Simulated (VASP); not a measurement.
Write the native input for VASP 6.6.1 that does the following.

- Task: single point
- Functional: PBE
- Potentials or basis: VASP PAW PBE potentials, release 64 (Cs_sv)
- Cutoff: 520 eV
- k mesh: 8 × 8 × 6
- Occupations: gaussian, width 0.1 eV
- Spin: no spin polarisation
- Dipole correction: no
- Further INCAR settings: ALGO = Fast; EDIFF = 1e-06; NBANDS = 16

The structure of Cs lies in POSCAR:

```
Cs
1.0
    5.4110312566      0.0000000000      0.0000000000
    0.0000000000      5.4110312566      0.0000000000
    0.0000000000      0.0000000000      8.1390913148
Cs
2
Direct
    0.0000000000      0.0000000000      0.0000000000
    0.5000000000      0.5000000000      0.5000000000
```

This cell differs from its parent crystal: strain along c alone, the other axes held: +2.0 %.

The input as run:

INCAR

```
PREC = Accurate
ENCUT = 520
EDIFF = 1E-6
ISMEAR = 0
SIGMA = 0.1
LREAL = F
LASPH = T
NELM = 80
ALGO = Fast
ISIF = 2
LWAVE = F
LCHARG = T
GGA = PE
LELF = T
LVHAR = T
NBANDS = 16
```

KPOINTS

```
Automatic mesh
0
Gamma
  8 8 6
```

Potentials or basis: VASP PAW PBE potentials, release 64 (Cs_sv).

Run with:

```console
$ cat potpaw_PBE.64/Cs_sv/POTCAR > POTCAR
$ mpirun -np 1 vasp_std > vasp.out
```

It gave:

| Property | Result |
| --- | --- |
| Pressure | 0.0 GPa |
| Band gap on the k mesh | zero (band 9 reaches 1.11 eV, above the bottom of band 10 at -0.55 eV) |

Caveat: the cell differs from its parent crystal (strain along c alone, the other axes held: +2.0 %); spin-orbit coupling is left out, which moves the levels of the heavy elements.

Wall time 100 s on 1 thread of Intel(R) Xeon(R) 6975P-C (Granite Rapids), on a shared host, peak memory 0.41 GiB.
